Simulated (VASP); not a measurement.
# C (P6_3/mmc) in VASP: a series of runs

C is run at these levels: PBE; tasks: relaxation of cell and atoms.

Everything below comes from runs of VASP 6.6.1. Logs are shortened: lines on timing, memory, paths and dates and some standing lists are left out, and cuts for length are marked.

## Step 1: The cell of the first run

The structure is hexagonal, space group P6_3/mmc (No. 194). Conventional cell: a = 2.467 Å, b = 2.467 Å, c = 8.465 Å, α = 90.00°, β = 90.00°, γ = 120.00°. C (site symmetry -6m2) has 3 C at 1.42 Å within 1.9 Å. Within 1.9 Å of C (site symmetry -6m2) lie 3 C at 1.42 Å.

## Step 2: Relaxation of cell and atoms, PBE

The input, INCAR:

```
ALGO = Normal ; EDIFF = 1E-6
EDIFFG = -0.005 ; ENCUT = 600
GGA = PE ; IBRION = 2
ISIF = 3 ; ISMEAR = 0
LASPH = True ; LCHARG = False
LREAL = False ; LWAVE = False
NELM = 80 ; NSW = 100
PREC = Accurate ; SIGMA = 0.1
```

The input, KPOINTS:

```
k-points
0
Gamma
  18 18 6
```

The input, POSCAR:

```
C
1.0
    2.4665327835      0.0000000000      0.0000000000
   -1.2332663917      2.1360800498      0.0000000000
    0.0000000000      0.0000000000      8.4654494173
C
4
Direct
    0.0000000000      0.0000000000      0.2500000000
    0.0000000000      0.0000000000      0.7500000000
    0.3333333333      0.6666666667      0.2500000000
    0.6666666667      0.3333333333      0.7500000000
```

Potentials or basis: VASP PAW PBE potentials, release 64 (C).

On the command line:

```sh
> cat potpaw_PBE.64/C/POTCAR > POTCAR
> mpirun -np 1 vasp_std > vasp.out
```

OUTCAR:

```text
EDIFF = 1E-6
   EDIFFG = -0.005
   ENCUT = 600
   GGA = PE
   IBRION = 2
   ISIF = 3
   ISMEAR = 0
   LASPH = True
   LREAL = False
   NELM = 80
   NSW = 100
   PREC = Accurate

 ion  position               nearest neighbor table
   1  0.000  0.000  0.250-   3 1.42   3 1.42   3 1.42
   2  0.000  0.000  0.750-   4 1.42   4 1.42   4 1.42
   3  0.333  0.667  0.250-   1 1.42   1 1.42   1 1.42
   4  0.667  0.333  0.750-   2 1.42   2 1.42   2 1.42

  LATTYP: Found a hexagonal cell.
 ALAT       =     2.4665327835
 C/A-ratio  =     3.4321252383

  Lattice vectors:

 A1 = (   2.4665327835,   0.0000000000,   0.0000000000)
 A2 = (  -1.2332663917,   2.1360800498,   0.0000000000)
 A3 = (   0.0000000000,   0.0000000000,   8.4654494173)

Analysis of symmetry for initial positions (statically):
=====================================================================
 Subroutine PRICEL returns:
 Original cell was already a primitive cell.

 Routine SETGRP: Setting up the symmetry group for a
 hexagonal supercell.

 Subroutine GETGRP returns: Found 24 space group operations
 (whereof 12 operations were pure point group operations)
 out of a pool of 24 trial point group operations.

The static configuration has the point symmetry D_3d.
 The point group associated with its full space group is D_6h.

Analysis of symmetry for dynamics (positions and initial velocities):
=====================================================================
 Subroutine PRICEL returns:
 Original cell was already a primitive cell.

 Routine SETGRP: Setting up the symmetry group for a
 hexagonal supercell.

 Subroutine GETGRP returns: Found 24 space group operations
 (whereof 12 operations were pure point group operations)
 out of a pool of 24 trial point group operations.

The dynamic configuration has the point symmetry D_3d.
 The point group associated with its full space group is D_6h.

 Subroutine INISYM returns: Found 24 space group operations
 (whereof 12 operations are pure point group operations),
 and found     1 'primitive' translations

----------------------------------------------------------------------------------------

                                     Primitive cell

  volume of cell :      44.6020

  direct lattice vectors                    reciprocal lattice vectors
     2.466532783  0.000000000  0.000000000     0.405427411  0.234073625  0.000000000
    -1.233266392  2.136080050  0.000000000     0.000000000  0.468147249  0.000000000
     0.000000000  0.000000000  8.465449417     0.000000000  0.000000000  0.118127219

  length of vectors
     2.466532783  2.466532783  8.465449417     0.468147249  0.468147249  0.118127219

  position of ions in fractional coordinates (direct lattice)
     0.000000000  0.000000000  0.250000000
     0.000000000  0.000000000  0.750000000
     0.333333333  0.666666667  0.250000000
     0.666666667  0.333333333  0.750000000

  ion indices of the primitive-cell ions
   primitive index   ion index
                 1           1
                 2           2
                 3           3
                 4           4

----------------------------------------------------------------------------------------

 KPOINTS: k-points

Automatic generation of k-mesh.
 Grid dimensions read from file:
 generate k-points for:   18   18    6

 Generating k-lattice:

  Cartesian coordinates                     Fractional coordinates (reciprocal lattice)
     0.022523745  0.013004090  0.000000000     0.055555556  0.000000000  0.000000000
     0.000000000  0.026008181  0.000000000     0.000000000  0.055555556  0.000000000
     0.000000000  0.000000000  0.019687870     0.000000000  0.000000000  0.166666667

  Length of vectors
     0.026008181  0.026008181  0.019687870

  Shift w.r.t. Gamma in fractional coordinates (k-lattice)
     0.000000000  0.000000000  0.000000000

 Subroutine IBZKPT returns following result:
 ===========================================

 Found    148 irreducible k-points:

 Following reciprocal coordinates:
            Coordinates               Weight
  0.000000  0.000000  0.000000      1.000000
  0.055556 -0.000000  0.000000      6.000000
  0.111111 -0.000000  0.000000      6.000000
  0.166667  0.000000  0.000000      6.000000
  0.222222  0.000000  0.000000      6.000000
  0.277778  0.000000  0.000000      6.000000
[... 16 lines left out ...]
  0.333333  0.111111  0.000000     12.000000
  0.388889  0.111111  0.000000     12.000000
 [... further k-points ...]
   k-points           NKPTS =    148   k-points in BZ     NKDIM =    148   number of bands    NBANDS=     12
   number of dos      NEDOS =    301   number of ions     NIONS =      4
   total plane-waves  NPLWV =  28000
   dimension x,y,z NGX =    20 NGY =   20 NGZ =   70
   dimension x,y,z NGXF=    40 NGYF=   40 NGZF=  140
   ions per type =               4
   NGX,Y,Z   is equivalent  to a cutoff of  13.48, 13.48, 13.75 a.u.
   NGXF,Y,Z  is equivalent  to a cutoff of  26.96, 26.96, 27.49 a.u.
 SYSTEM =  unknown system
   PREC   = accura    normal or accurate (medium, high low for compatibility)
   ISTART =      0    job   : 0-new  1-cont  2-samecut
   ICHARG =      2    charge: 1-file 2-atom 10-const
   ISPIN  =      1    spin polarized calculation?
   LNONCOLLINEAR =      F non collinear calculations
   LSORBIT =      F    spin-orbit coupling
   LASPH  =      T    aspherical Exc in radial PAW
   ENCUT  =  600.0 eV  44.10 Ry    6.64 a.u.   4.93  4.93 16.91*2*pi/ulx,y,z
   NELM   =     80;   NELMIN=  2; NELMDL= -5     # of ELM steps
   EDIFF  = 0.1E-05   stopping-criterion for ELM
   LREAL  =      F    real-space projection
   EDIFFG = -.5E-02   stopping-criterion for IOM
   NSW    =    100    number of steps for IOM
   IBRION =      2    ionic relax: 0-MD 1-quasi-New 2-CG
   NFREE  =      1    steps in history (QN), initial steepest desc. (CG)
   ISIF   =      3    stress and relaxation
   ISYM   =      2    0-nonsym 1-usesym 2-fastsym
   POTIM  = 0.5000    time-step for ionic-motion
   TEBEG  =    0.0;   TEEND  =   0.0 temperature during run
   PSTRESS=    0.0 pullay stress
   NELECT =      16.0000    total number of electrons
   NUPDOWN=      -1.0000    fix difference up-down
   EMIN   =  10.00;   EMAX   =-10.00  energy-range for DOS
   EFERMI =   0.00;   METHOD = LEGACY
   ISMEAR =     0;   SIGMA  =   0.10  broadening in eV -4-tet -1-fermi 0-gaus
   EFERMI_NEDOS =   21; number of points for ismear=-14 and -15
   IALGO  =     38    algorithm
   IMIX   =      4    mixing-type and parameters
     AMIX     =   0.40;   BMIX     =  1.00
     AMIX_MAG =   1.60;   BMIX_MAG =  1.00
  volume/ion in A,a.u.               =      11.15        75.25
  Fermi-wavevector in a.u.,A,eV,Ry     =   1.163224  2.198175 18.409907  1.353090
  Thomas-Fermi vector in A             =   2.299776
   LORBIT       =      0    0 simple, 1 ext, 2 COOP (PROOUT), +10 PAW based schemes
   GGA     = PE    functional components
   LHFCALC =     F    Hartree Fock is set to
   AEXX    =    0.0000 exact exchange contribution
   IVDW    =     0    specifies the selected vdW correction
   LEPSILON=     F    determine dielectric tensor
   LRPA    =     F    only Hartree local field effects (RPA)
 conjugate gradient relaxation of ions
 non-spin polarized calculation
 Gauss-broadening in eV      SIGMA  =   0.10
  energy-cutoff  :      600.00
  volume of cell :       44.60
 maximum number of plane-waves:      1524
 NGX is ok and might be reduce to    20
   NGX =  9   NGY =  9   NGZ = 33

--------------------------------------- Ionic step        1  -------------------------------------------

 number of electron      16.0000000 magnetization

 Free energy of the ion-electron system (eV)
  ---------------------------------------------------
  ext. energy  EPLUGINS =         0.00000000
  ---------------------------------------------------
  free energy    TOTEN  =       -36.91390763 eV

  energy without entropy =      -36.91288176  energy(sigma->0) =      -36.91339469

------------------------ aborting loop because EDIFF is reached ----------------------------------------

  FORCE on cell =-STRESS in cart. coord.  units (eV):
  Direction    XX          YY          ZZ          XY          YZ          ZX
  --------------------------------------------------------------------------------------
  -------------------------------------------------------------------------------------
  Total        0.0376390      0.0376390     -0.0568416      0.0000000     -0.0000000      0.0000000
  in kB        1.3520539      1.3520539     -2.0418420      0.0000000     -0.0000000      0.0000000
  external PRESSURE =       0.2207552 kB  Pullay stress =       0.0000000 kB
[... 95 lines left out ...]
  FREE ENERGIE OF THE ION-ELECTRON SYSTEM (eV)
  ---------------------------------------------------
  free  energy   TOTEN  =       -36.9139304330 eV

  energy  without entropy=      -36.9129059611  energy(sigma->0) =      -36.91341820

[... ionic steps 4 to 11 ...]

--------------------------------------- Ionic step       12  -------------------------------------------

 number of electron      16.0000001 magnetization

------------------------ aborting loop because EDIFF is reached ----------------------------------------

  FORCE on cell =-STRESS in cart. coord.  units (eV):
  Direction    XX          YY          ZZ          XY          YZ          ZX
  --------------------------------------------------------------------------------------
  -------------------------------------------------------------------------------------
  Total        0.0784166      0.0784166     -0.0020078      0.0000000     -0.0000000      0.0000000
  in kB        2.9907362      2.9907362     -0.0765757      0.0000000     -0.0000000      0.0000000
  external PRESSURE =       1.9682989 kB  Pullay stress =       0.0000000 kB
[... 61 lines left out ...]
  energy  without entropy=      -36.9152930913  energy(sigma->0) =      -36.91573828

--------------------------------------- Ionic step       14  -------------------------------------------

 number of electron      16.0000001 magnetization

 Free energy of the ion-electron system (eV)
  ---------------------------------------------------
  ext. energy  EPLUGINS =         0.00000000
  ---------------------------------------------------
  free energy    TOTEN  =       -36.91620048 eV

  energy without entropy =      -36.91531286  energy(sigma->0) =      -36.91575667

 E-fermi :   3.2894     XC(G=0):  -9.1630

 val. band max:        3.2886504166   @ k =   0.3333   0.3333   0.1667
 cond. band min:       3.2903295415   @ k =   0.3333   0.3333   0.3333
 fundamental gap:      0.0016791250
 Fermi energy:         3.2893692942

 k-point     1 :       0.0000    0.0000    0.0000
  band No.  band energies     occupation
      1     -16.2536      2.00000
      2     -16.1836      2.00000
      3      -4.6810      2.00000
      4      -3.9274      2.00000
      5       0.2489      2.00000
      6       0.2489      2.00000
      7       0.2514      2.00000
      8       0.2514      2.00000
      9       6.6012      0.00000
     10      10.5981      0.00000
     11      11.5910      0.00000
     12      11.5913      0.00000
[... 331 lines left out ...]
 k-point    24 :       0.3889    0.1111    0.0000
  band No.  band energies     occupation
      1     -11.5615      2.00000
      2     -11.5164      2.00000
      3      -8.9272      2.00000
      4      -8.8936      2.00000
      5      -3.9524      2.00000
      6      -3.9386      2.00000
      7       0.5549      2.00000
      8       0.9695      2.00000
      9       5.2821      0.00000
     10       5.5931      0.00000
     11      11.8599      0.00000
     12      11.9792      0.00000

 [... further k-points ...]

------------------------ aborting loop because EDIFF is reached ----------------------------------------

  FORCE on cell =-STRESS in cart. coord.  units (eV):
  Direction    XX          YY          ZZ          XY          YZ          ZX
  --------------------------------------------------------------------------------------
  -------------------------------------------------------------------------------------
  Total       -0.0130225     -0.0130225     -0.0190312     -0.0000000     -0.0000000      0.0000000
  in kB       -0.4975536     -0.4975536     -0.7271281     -0.0000000     -0.0000000      0.0000000
  external PRESSURE =      -0.5740784 kB  Pullay stress =       0.0000000 kB
[... 19 lines left out ...]
  FREE ENERGIE OF THE ION-ELECTRON SYSTEM (eV)
  ---------------------------------------------------
  free  energy   TOTEN  =       -36.9162004776 eV

  energy  without entropy=      -36.9153128587  energy(sigma->0) =      -36.91575667

 reached required accuracy - stopping structural energy minimisation
```

It took 5.1 min on 1 thread of Intel Xeon Platinum 8488C (Sapphire Rapids), shared host; peak memory 0.22 GiB.

Results:

```yaml
Free_energy: -36.9162 eV
Relaxed_volume: 10.48 Å³/atom
Relaxed_cell: a = 2.467 Å, b = 2.467 Å, c = 7.958 Å, α = 90.00°, β = 90.00°, γ = 120.00°
Space_group_after_relaxing_to_0.1_Å: P6_3/mmc (No. 194)
Energy_gained_by_relaxing: 0.6 meV/atom
Ionic_steps: 14
Pressure_after_relaxing: -0.1 GPa
Band_gap_on_the_k_mesh: zero (filled and empty bands overlap)
```

The path:
| step | energy change (eV) | largest force (eV/Å) | pressure (GPa) | volume (Å³) |
| --- | --- | --- | --- | --- |
| 1 | 0.0000 | 0.0000 | 0.02 | 44.60 |
| 2 | 0.0000 | 0.0000 | -0.28 | 44.61 |
| 3 | 0.0000 | 0.0000 | -0.16 | 44.61 |
| 4 | -0.0001 | 0.0000 | -0.15 | 44.58 |
| 5 | -0.0002 | 0.0000 | -0.13 | 44.50 |
| 6 | -0.0004 | 0.0000 | -0.10 | 44.34 |
| 7 | -0.0007 | 0.0000 | -0.05 | 44.01 |
| 8 | -0.0014 | 0.0000 | 0.08 | 43.36 |
| 9 | -0.0022 | 0.0000 | 0.37 | 42.07 |
| 10 | -0.0022 | 0.0000 | 0.28 | 42.03 |
| 11 | -0.0022 | 0.0000 | 0.23 | 42.02 |
| 12 | -0.0023 | 0.0000 | 0.20 | 42.01 |
| 13 | -0.0023 | 0.0000 | 0.14 | 41.98 |
| 14 | -0.0023 | 0.0000 | -0.06 | 41.93 |

Final structure:
```
C
1.0
     2.46677    0.00000    0.00000
    -1.23339    2.13629    0.00000
     0.00000    0.00000    7.95751
C
4
Cartesian
  0.0000 0.0000 1.9894
  0.0000 0.0000 5.9681
  0.0000 1.4242 1.9894
  1.2334 0.7121 5.9681
```

Levels at points of the mesh, in eV from the Fermi level:
```csv
k point,band 5,band 6,band 7,band 8,band 9,band 10,band 11,band 12
"(0.00, 0.00, 0.00)",-3.04,-3.04,-3.04,-3.04,3.31,7.31,8.30,8.30
"(0.50, 0.00, 0.00)",-6.42,-6.41,-2.48,-2.24,1.55,1.86,7.31,7.41
"(0.00, 0.00, 0.50)",-3.04,-3.04,-3.04,-3.04,4.88,4.88,8.31,8.31
"(0.50, 0.00, 0.50)",-6.41,-6.41,-2.36,-2.36,1.67,1.67,7.36,7.36
```

Caveat: this functional lacks dispersion, which binds the layers, so the pressure and a relaxed spacing across them are unreliable.

(Continued in part 2 of 2.)
